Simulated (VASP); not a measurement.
Input of a VASP 6.6.1 run:

The input INCAR:

```
SYSTEM = Ba
PREC     = Accurate       ! precision mode
ENCUT    = 520            ! plane-wave cutoff, eV
EDIFF    = 1E-6           ! SCF threshold, eV
ISMEAR   = 0              ! smearing method
SIGMA    = 0.15           ! smearing width, eV
LREAL    = .FALSE.        ! projectors in reciprocal space
LASPH    = .TRUE.         ! aspherical terms in the spheres
NELM     = 80             ! most SCF steps
ALGO     = Fast           ! electronic algorithm
ISIF     = 2              ! what is computed and relaxed
LWAVE    = .FALSE.        ! write WAVECAR
LCHARG   = .FALSE.        ! write CHGCAR
GGA      = PS             ! functional
NBANDS   = 11             ! bands
```

Contents of KPOINTS:

```
Automatic mesh
0
G
  14 14 14
  0 0 0
```

The input POSCAR:

```
Ba
1.0
   -2.6000000000      2.6000000000      2.7000000000
    2.6000000000     -2.6000000000      2.7000000000
    2.6000000000      2.6000000000     -2.7000000000
Ba
1
Direct
    0.0000000000      0.0000000000      0.0000000000
```

Potentials or basis: VASP PAW PBE potentials, release 64 (Ba_sv).

Run with:

```bash
$ cat potpaw_PBE.64/Ba_sv/POTCAR > POTCAR
$ mpirun -np 1 vasp_std > vasp.out
```

(1) Predict the band gap on the k mesh.

(2) Predict the pressure.

Answers

(1) zero (bands 5 and 6 overlap by 0.66 eV).

(2) -1.5 GPa.

Caveat: the cell differs from its parent crystal (strain +0.040 along x and y, +0.080 along z); the PAW data sets were made with another functional, which shifts forces and pressure a little; spin-orbit coupling is left out, which moves the levels of the heavy elements.
